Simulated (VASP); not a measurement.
Crystal: Zr2B.

```xyz
6
Lattice="4.3158 0.0000 0.0000 -2.1579 3.7375 0.0000 0.0000 0.0000 6.2016" Properties=species:S:1:pos:R:3 pbc="T T T"
Zr    0.0000    2.4917    3.1008
Zr    2.1579    1.2458    3.1008
Zr    0.0000    0.0000    1.6757
Zr    0.0000    0.0000    4.5259
B     0.0000    2.4917    0.0000
B     2.1579    1.2458    0.0000
```

* Program: VASP 6.6.1
* Task: relaxation of cell and atoms
* Functional: PBE
* Potentials or basis: VASP PAW PBE potentials, release 64 (Zr_sv, B)
* Cutoff: 600 eV
* k mesh: 6 × 6 × 4
* Occupations: gaussian, width 0.1 eV
* Spin: no spin polarisation

At the start: pressure 14.0 GPa; volume 16.67 Å³/atom.

Task: Where does the relaxation end?

Result: Over 13 steps the energy falls by 370.5 meV/atom and the volume is 17.11 Å³/atom (+2.6 %); space group P6/mmm (No. 191, to 0.05 Å).

Step by step:
```tsv
step	energy change (eV)	largest force (eV/Å)	pressure (GPa)	volume (Å³)
1	0.0000	5.9616	14.01	100.03
2	-1.3886	0.0448	-11.55	122.54
3	-1.7021	1.4287	-6.23	114.73
4	-2.1228	0.5126	-1.88	106.45
5	-2.1775	0.1759	1.00	102.36
6	-2.1777	0.1658	1.18	102.12
7	-2.2036	0.0322	-0.41	103.09
8	-2.2068	0.1962	-1.05	103.53
9	-2.2142	0.4137	-0.10	102.44
10	-2.2155	0.3477	-0.39	102.74
11	-2.2220	0.0361	0.49	102.00
12	-2.2220	0.0492	0.46	102.04
13	-2.2229	0.0153	-0.15	102.65
```

Final structure:
```cif
data_structure
_symmetry_space_group_name_H-M 'P 1'
_symmetry_Int_Tables_number 1
_cell_length_a 4.5236
_cell_length_b 4.5236
_cell_length_c 5.7925
_cell_angle_alpha 90.000
_cell_angle_beta 90.000
_cell_angle_gamma 120.000
_cell_volume 102.65
loop_
_atom_site_label
_atom_site_type_symbol
_atom_site_fract_x
_atom_site_fract_y
_atom_site_fract_z
_atom_site_occupancy
Zr1 Zr 0.33333 0.66667 0.50000 1
Zr2 Zr 0.66667 0.33333 0.50000 1
Zr3 Zr 0.00000 0.00000 0.21180 1
Zr4 Zr 0.00000 0.00000 0.78820 1
B1 B 0.33333 0.66667 0.00000 1
B2 B 0.66667 0.33333 0.00000 1
```
